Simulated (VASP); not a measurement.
A run of VASP 6.6.1 is set up as follows.

Contents of INCAR:

```
  PREC = Accurate
  ENCUT = 520
  EDIFF = 1E-7
  ISMEAR = -1
  SIGMA = 0.05
  LREAL = F
  LASPH = T
  NELM = 80
  ALGO = Normal
  ISIF = 2
  LWAVE = F
  LCHARG = T
  LELF = T
  LVHAR = T
  NBANDS = 64
```

Contents of KPOINTS:

```
regular mesh
0
Gamma
  7 7 7
```

File POSCAR:

```
SnO2
1.0
   -5.2910689203      5.2910689203      1.5877775938
    5.2910689203     -5.2910689203      1.5877775938
    5.2910689203      5.2910689203     -1.5877775938
Sn O
4 8
Direct
    0.3492573202      0.8342057136      0.1834630338
    0.8342057136      0.6507426798      0.4849483934
    0.1657942864      0.3492573202      0.5150516066
    0.6507426798      0.1657942864      0.8165369662
    0.2094299208      0.1561215810      0.3655515017
    0.8438784190      0.2094299208      0.0533083398
    0.7905700792      0.8438784190      0.6344484983
    0.1561215810      0.7905700792      0.9466916602
    0.1598573870      0.5410860984      0.7009434854
    0.5410860984      0.8401426130      0.3812287114
    0.4589139016      0.1598573870      0.6187712886
    0.8401426130      0.4589139016      0.2990565146
```

Potentials or basis: VASP PAW LDA potentials, release 64 (Sn_d, O).

Command:

```sh
$ cat potpaw_LDA.64/Sn_d/POTCAR potpaw_LDA.64/O/POTCAR > POTCAR
$ mpirun -np 1 vasp_std > vasp.out
```

(1) Estimate the band gap on the k mesh.

(2) Predict the pressure.

(3) Predict the largest force.

Results:

(1) 2.06 eV (least direct gap 2.26 eV).

(2) 0.8 GPa.

(3) 0.073 eV/Å.

Caveat: spin-orbit coupling is left out, which moves the levels of the heavy elements; an odd mesh through Γ misses points on the zone boundary, where band edges can lie.
